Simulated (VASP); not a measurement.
# Ti3H2 (I4/mmm) in VASP: single point with PBE

Aim: the single point of Ti3H2 with PBE.

All numbers are computed with VASP 6.6.1; they aren't measurements. Logs are shortened: lines on timing, memory, paths and dates and some standing lists are left out, and cuts for length are marked.

## (1) The cell of the first run

Symmetry: I4/mmm, No. 139, tetragonal system. The conventional cell has a = 2.952 Å, b = 2.952 Å, c = 13.198 Å, α = 90.00°, β = 90.00°, γ = 90.00°. Within 2.6 Å of Ti (site symmetry 4mm) lie 4 H at 1.93 Å. Ti (site symmetry 4/mmm) has 12 Ti at 2.93 to 2.95 Å and 8 H at 3.61 Å within 3.9 Å. Within 2.6 Å of H (site symmetry -4m2) lie 4 Ti at 1.93 Å and 4 H at 2.09 Å.

## (2) Single point, PBE

INCAR

```
SYSTEM = Ti3H2
PREC     = Accurate       ! precision mode
ENCUT    = 520            ! plane-wave cutoff, eV
EDIFF    = 1E-6           ! SCF threshold, eV
ISMEAR   = 0              ! smearing method
SIGMA    = 0.2            ! smearing width, eV
LREAL    = .FALSE.        ! projectors in reciprocal space
LASPH    = .TRUE.         ! aspherical terms in the spheres
NELM     = 80             ! most SCF steps
ALGO     = Normal         ! electronic algorithm
ISIF     = 2              ! what is computed and relaxed
LWAVE    = .FALSE.        ! write WAVECAR
LCHARG   = .TRUE.         ! write CHGCAR
GGA      = PE             ! functional
LELF     = .TRUE.         ! ELF
LVHAR    = .TRUE.       
NBANDS   = 27             ! bands
```

KPOINTS

```
regular mesh
0
G
  7 7 7
  0 0 0
```

POSCAR

```
Ti3H2
1.0
   -1.4761576556      1.4761576556      6.5989803960
    1.4761576556     -1.4761576556      6.5989803960
    1.4761576556      1.4761576556     -6.5989803960
Ti H
3 2
Direct
    0.6552364516      0.6552364516      0.0000000000
    0.3447635484      0.3447635484      0.0000000000
    0.0000000000      0.0000000000      0.0000000000
    0.7500000000      0.2500000000      0.5000000000
    0.2500000000      0.7500000000      0.5000000000
```

Potentials or basis: VASP PAW PBE potentials, release 64 (Ti_sv, H).

Command:

```console
> cat potpaw_PBE.64/Ti_sv/POTCAR potpaw_PBE.64/H/POTCAR > POTCAR
> mpirun -np 1 vasp_std > vasp.out
```

OUTCAR:

```text
SYSTEM = Ti3H2
   PREC = Accurate
   ENCUT = 520
   EDIFF = 1E-6
   ISMEAR = 0
   LREAL = .FALSE.
   LASPH = .TRUE.
   NELM = 80
   ISIF = 2
   GGA = PE

 ion  position               nearest neighbor table
   1  0.655  0.655  0.000-
   2  0.345  0.345  0.000-
   3  0.000  0.000  0.000-
   4  0.750  0.250  0.500-
   5  0.250  0.750  0.500-

  LATTYP: Found a body centered tetragonal cell.
 ALAT       =     2.9523153112
 C/A-ratio  =     4.4703764337

  Lattice vectors:

 A1 = (  -1.4761576556,   1.4761576556,   6.5989803960)
 A2 = (   1.4761576556,  -1.4761576556,   6.5989803960)
 A3 = (   1.4761576556,   1.4761576556,  -6.5989803960)

Analysis of symmetry for initial positions (statically):
=====================================================================
 Subroutine PRICEL returns:
 Original cell was already a primitive cell.

 Routine SETGRP: Setting up the symmetry group for a
 body centered tetragonal supercell.

 Subroutine GETGRP returns: Found 16 space group operations
 (whereof 16 operations were pure point group operations)
 out of a pool of 16 trial point group operations.

The static configuration has the point symmetry D_4h.

Analysis of symmetry for dynamics (positions and initial velocities):
=====================================================================
 Subroutine PRICEL returns:
 Original cell was already a primitive cell.

 Routine SETGRP: Setting up the symmetry group for a
 body centered tetragonal supercell.

 Subroutine GETGRP returns: Found 16 space group operations
 (whereof 16 operations were pure point group operations)
 out of a pool of 16 trial point group operations.

The dynamic configuration has the point symmetry D_4h.

 Subroutine INISYM returns: Found 16 space group operations
 (whereof 16 operations are pure point group operations),
 and found     1 'primitive' translations

----------------------------------------------------------------------------------------

                                     Primitive cell

  volume of cell :      57.5178

  direct lattice vectors                    reciprocal lattice vectors
    -1.476157656  1.476157656  6.598980396     0.000000000  0.338717208  0.075769281
     1.476157656 -1.476157656  6.598980396     0.338717208  0.000000000  0.075769281
     1.476157656  1.476157656 -6.598980396     0.338717208  0.338717208  0.000000000

  length of vectors
     6.921316718  6.921316718  6.921316718     0.347088362  0.347088362  0.479018470

  position of ions in fractional coordinates (direct lattice)
     0.655236452  0.655236452  0.000000000
     0.344763548  0.344763548  0.000000000
     0.000000000  0.000000000  0.000000000
     0.750000000  0.250000000  0.500000000
     0.250000000  0.750000000  0.500000000

  ion indices of the primitive-cell ions
   primitive index   ion index
                 1           1
                 2           2
                 3           3
                 4           4
                 5           5

----------------------------------------------------------------------------------------

 KPOINTS: regular mesh

Automatic generation of k-mesh.
 Grid dimensions read from file:
 generate k-points for:    7    7    7

 Generating k-lattice:

  Cartesian coordinates                     Fractional coordinates (reciprocal lattice)
     0.000000000  0.048388173  0.010824183     0.142857143 -0.000000000  0.000000000
     0.048388173  0.000000000  0.010824183    -0.000000000  0.142857143  0.000000000
     0.048388173  0.048388173  0.000000000     0.000000000  0.000000000  0.142857143

  Length of vectors
     0.049584052  0.049584052  0.068431210

  Shift w.r.t. Gamma in fractional coordinates (k-lattice)
     0.000000000  0.000000000  0.000000000

 Subroutine IBZKPT returns following result:
 ===========================================

 Found     40 irreducible k-points:

 Following reciprocal coordinates:
            Coordinates               Weight
  0.000000  0.000000  0.000000      1.000000
  0.142857  0.000000 -0.000000      8.000000
  0.285714  0.000000  0.000000      8.000000
  0.428571 -0.000000  0.000000      8.000000
  0.142857  0.142857 -0.000000      8.000000
  0.285714  0.142857 -0.000000     16.000000
[... 16 lines left out ...]
 -0.142857  0.285714  0.142857      8.000000
 -0.428571  0.428571  0.142857      8.000000
 [... further k-points ...]
   k-points           NKPTS =     40   k-points in BZ     NKDIM =     40   number of bands    NBANDS=     27
   number of dos      NEDOS =    301   number of ions     NIONS =      5
   total plane-waves  NPLWV = 157464
   dimension x,y,z NGX =    54 NGY =   54 NGZ =   54
   dimension x,y,z NGXF=   108 NGYF=  108 NGZF=  108
   ions per type =               3   2
   NGX,Y,Z   is equivalent  to a cutoff of  12.97, 12.97, 12.97 a.u.
   NGXF,Y,Z  is equivalent  to a cutoff of  25.94, 25.94, 25.94 a.u.
 SYSTEM =  Ti3H2
   PREC   = accura    normal or accurate (medium, high low for compatibility)
   ISTART =      0    job   : 0-new  1-cont  2-samecut
   ICHARG =      2    charge: 1-file 2-atom 10-const
   ISPIN  =      1    spin polarized calculation?
   LNONCOLLINEAR =      F non collinear calculations
   LSORBIT =      F    spin-orbit coupling
   LASPH  =      T    aspherical Exc in radial PAW
   ENCUT  =  520.0 eV  38.22 Ry    6.18 a.u.  12.87 12.87 12.87*2*pi/ulx,y,z
   NELM   =     80;   NELMIN=  2; NELMDL= -5     # of ELM steps
   EDIFF  = 0.1E-05   stopping-criterion for ELM
   LREAL  =      F    real-space projection
   EDIFFG = 0.1E-04   stopping-criterion for IOM
   NSW    =      0    number of steps for IOM
   IBRION =     -1    ionic relax: 0-MD 1-quasi-New 2-CG
   NFREE  =      0    steps in history (QN), initial steepest desc. (CG)
   ISIF   =      2    stress and relaxation
   ISYM   =      2    0-nonsym 1-usesym 2-fastsym
   POTIM  = 0.5000    time-step for ionic-motion
   TEBEG  =    0.0;   TEEND  =   0.0 temperature during run
   PSTRESS=    0.0 pullay stress
   NELECT =      38.0000    total number of electrons
   NUPDOWN=      -1.0000    fix difference up-down
   EMIN   =  10.00;   EMAX   =-10.00  energy-range for DOS
   EFERMI =   0.00;   METHOD = LEGACY
   ISMEAR =     0;   SIGMA  =   0.20  broadening in eV -4-tet -1-fermi 0-gaus
   EFERMI_NEDOS =   21; number of points for ismear=-14 and -15
   IALGO  =     38    algorithm
   IMIX   =      4    mixing-type and parameters
     AMIX     =   0.40;   BMIX     =  1.00
     AMIX_MAG =   1.60;   BMIX_MAG =  1.00
  volume/ion in A,a.u.               =      11.50        77.63
  Fermi-wavevector in a.u.,A,eV,Ry     =   1.425833  2.694433 27.660632  2.032999
  Thomas-Fermi vector in A             =   2.546175
   LORBIT       =      0    0 simple, 1 ext, 2 COOP (PROOUT), +10 PAW based schemes
   GGA     = PE    functional components
   LHFCALC =     F    Hartree Fock is set to
   AEXX    =    0.0000 exact exchange contribution
   IVDW    =     0    specifies the selected vdW correction
   LEPSILON=     F    determine dielectric tensor
   LRPA    =     F    only Hartree local field effects (RPA)
 non-spin polarized calculation
 Gauss-broadening in eV      SIGMA  =   0.20
  energy-cutoff  :      520.00
  volume of cell :       57.52
 maximum number of plane-waves:      1576
 NGX is ok and might be reduce to    54
   NGX = 25   NGY = 25   NGZ = 25

 number of electron      38.0000000 magnetization

 Free energy of the ion-electron system (eV)
  ---------------------------------------------------
  ext. energy  EPLUGINS =         0.00000000
  ---------------------------------------------------
  free energy    TOTEN  =       -31.44266884 eV

  energy without entropy =      -31.35741136  energy(sigma->0) =      -31.40004010

 E-fermi :   7.6146     XC(G=0): -11.4402

 val. band max:        7.6048120104   @ k =   0.1429   0.1429  -0.0000
 cond. band min:       7.6464556300   @ k =  -0.1429   0.1429   0.0000
 fundamental gap:      0.0416436196
 Fermi energy:         7.6145811921

 k-point     1 :       0.0000    0.0000    0.0000
  band No.  band energies     occupation
      1     -49.2784      2.00000
      2     -49.2469      2.00000
      3     -48.9172      2.00000
      4     -25.6512      2.00000
      5     -25.5695      2.00000
      6     -25.3401      2.00000
[... 19 lines left out ...]
     26      10.0302      0.00000
     27      10.3227      0.00000

 k-point     2 :       0.1429    0.0000   -0.0000
  band No.  band energies     occupation
      1     -49.2691      2.00000
      2     -49.2418      2.00000
      3     -48.9122      2.00000
      4     -25.6534      2.00000
      5     -25.5650      2.00000
      6     -25.3977      2.00000
[... 19 lines left out ...]
     26       9.8659      0.00000
     27      10.2028      0.00000

 k-point     3 :       0.2857    0.0000    0.0000
  band No.  band energies     occupation
      1     -49.2476      2.00000
      2     -49.2306      2.00000
      3     -48.9010      2.00000
      4     -25.6575      2.00000
      5     -25.6148      2.00000
      6     -25.4954      2.00000
[... 19 lines left out ...]
     26       9.9634      0.00000
     27      10.6426      0.00000

 k-point     4 :       0.4286   -0.0000    0.0000
  band No.  band energies     occupation
      1     -49.2286      2.00000
      2     -49.2231      2.00000
      3     -48.8922      2.00000
      4     -25.7086      2.00000
      5     -25.6641      2.00000
      6     -25.5895      2.00000
[... 19 lines left out ...]
     26      10.4999      0.00000
     27      10.6542      0.00000

 k-point     5 :       0.1429    0.1429   -0.0000
  band No.  band energies     occupation
      1     -49.2598      2.00000
      2     -49.2369      2.00000
      3     -48.9069      2.00000
      4     -25.6483      2.00000
      5     -25.5527      2.00000
      6     -25.4050      2.00000
[... 19 lines left out ...]
     26       9.8622      0.00000
     27      10.0924      0.00000

 k-point     6 :       0.2857    0.1429   -0.0000
  band No.  band energies     occupation
      1     -49.2395      2.00000
      2     -49.2253      2.00000
      3     -48.8953      2.00000
      4     -25.6317      2.00000
      5     -25.5906      2.00000
      6     -25.5060      2.00000
[... 444 lines left out ...]
      1     -49.1940      2.00000
      2     -49.1927      2.00000
      3     -48.8611      2.00000
      4     -25.6604      2.00000
      5     -25.6419      2.00000
      6     -25.5878      2.00000
[... 19 lines left out ...]
     26      10.8043      0.00000
     27      10.9035      0.00000

 k-point    22 :      -0.2857    0.2857    0.1429
  band No.  band energies     occupation
      1     -49.2221      2.00000
      2     -49.2168      2.00000
      3     -48.8860      2.00000
      4     -25.6852      2.00000
      5     -25.6712      2.00000
      6     -25.5694      2.00000
[... 19 lines left out ...]
     26      10.5284      0.00000
     27      10.8050      0.00000

 k-point    23 :      -0.1429    0.2857    0.1429
  band No.  band energies     occupation
      1     -49.2288      2.00000
      2     -49.2229      2.00000
      3     -48.8922      2.00000
      4     -25.7065      2.00000
      5     -25.6852      2.00000
      6     -25.5744      2.00000
[... 19 lines left out ...]
     26      10.6280      0.00000
     27      10.8520      0.00000

 k-point    24 :      -0.4286    0.4286    0.1429
  band No.  band energies     occupation
      1     -49.2065      2.00000
      2     -49.2035      2.00000
      3     -48.8722      2.00000
      4     -25.6434      2.00000
      5     -25.6426      2.00000
      6     -25.5697      2.00000
[... 19 lines left out ...]
     26      10.7676      0.00000
     27      10.7784      0.00000

 [... further k-points ...]
[... 5 lines left out ...]
  --------------------------------------------------------------------------------------
  -------------------------------------------------------------------------------------
  Total       -0.1511224     -0.1511224     -0.0877854      0.0000000     -0.0000000      0.0000000
  in kB       -4.2095640     -4.2095640     -2.4452902      0.0000000     -0.0000000      0.0000000
  external PRESSURE =      -3.6214727 kB  Pullay stress =       0.0000000 kB

 VOLUME and BASIS-vectors are now :
 -----------------------------------------------------------------------------
  energy-cutoff  :      520.00
  volume of cell :       57.52
      direct lattice vectors                 reciprocal lattice vectors
    -1.476157656  1.476157656  6.598980396     0.000000000  0.338717208  0.075769281
     1.476157656 -1.476157656  6.598980396     0.338717208  0.000000000  0.075769281
     1.476157656  1.476157656 -6.598980396     0.338717208  0.338717208  0.000000000

 POSITION                                       TOTAL-FORCE (eV/Angst)
 -----------------------------------------------------------------------------------
      0.00000      0.00000      8.64778         0.000000      0.000000     -0.019251
      0.00000      0.00000      4.55018         0.000000      0.000000      0.019251
      0.00000      0.00000      0.00000        -0.000000     -0.000000     -0.000000
     -0.00000      1.47616      3.29949        -0.000000     -0.000000     -0.000000
      1.47616     -0.00000      3.29949        -0.000000     -0.000000     -0.000000
 -----------------------------------------------------------------------------------
    total drift:                               -0.000000     -0.000000      0.000000

  FREE ENERGIE OF THE ION-ELECTRON SYSTEM (eV)
  ---------------------------------------------------
  free  energy   TOTEN  =       -31.4426688396 eV

  energy  without entropy=      -31.3574113568  energy(sigma->0) =      -31.40004010
```

Run time: 3.8 min. Hardware: 1 thread of Intel Xeon Platinum 8488C (Sapphire Rapids), shared host; peak memory 0.37 GiB.

Results:

- Free energy: -31.4427 eV
- Pressure: -0.4 GPa
- Largest force: 0.019 eV/Å
- Band gap on the k mesh: zero (band 19 reaches 8.19 eV, above the bottom of band 20 at 7.45 eV)

Forces on the atoms (eV/Å):
```
Ti   0.000  0.000 -0.019
Ti   0.000  0.000  0.019
Ti   0.000  0.000  0.000
H    0.000  0.000  0.000
H    0.000  0.000  0.000
```

Levels at points of the mesh, in eV from the Fermi level:
```
           k point  band 15  band 16  band 17  band 18  band 19  band 20  band 21  band 22  band 23  band 24
(0.00, 0.00, 0.00)    -3.24    -3.04    -1.26    -1.01     0.57     0.74     0.74     1.29     2.21     2.21
```

Caveat: the k points lie up to 0.43 Å⁻¹ apart.
